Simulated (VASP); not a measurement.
# MgTl: single point with LDA

The system is MgTl.

```xyz
2
Lattice="3.5698 0.0000 0.0000 0.0000 3.5698 0.0000 0.0000 0.0000 3.5698" Properties=species:S:1:pos:R:3 pbc="T T T"
Mg    0.0000    0.0000    0.0000
Tl    1.7849    1.7849    1.7849
```

```yaml
Program: VASP 6.6.1
Task: single point
Functional: LDA
Potentials_or_basis: VASP PAW LDA potentials, release 64 (Mg, Tl_d)
Cutoff: 520 eV
k_mesh: 12 × 12 × 12
Occupations: gaussian, width 0.1 eV
Spin: no spin polarisation
```

```yaml
Pressure: -0.3 GPa
Band_gap_on_the_k_mesh: zero (an odd number of electrons rules out a gap without spin polarisation)
```

Levels at points of the mesh, in eV from the Fermi level:
| k point | band 4 | band 5 | band 6 | band 7 | band 8 | band 9 | band 10 | band 11 |
| --- | --- | --- | --- | --- | --- | --- | --- | --- |
| (0.00, 0.00, 0.00) | -11.50 | -11.50 | -9.96 | 2.45 | 2.45 | 2.45 | 3.80 | 5.45 |
| (0.50, 0.00, 0.00) | -11.62 | -11.48 | -7.57 | -5.12 | 4.76 | 4.76 | 6.12 | 6.35 |
| (0.50, 0.50, 0.00) | -11.63 | -11.28 | -5.55 | -2.75 | -2.75 | -0.19 | 7.52 | 8.34 |
| (0.50, 0.50, 0.50) | -11.27 | -11.27 | -3.58 | -0.39 | -0.39 | -0.39 | 2.18 | 2.18 |

It took 23 s on 1 thread of Intel(R) Xeon(R) Platinum 8488C (Sapphire Rapids), on a shared host, peak memory 0.18 GiB.

Caveat: spin-orbit coupling is left out, which moves the levels of the heavy elements.
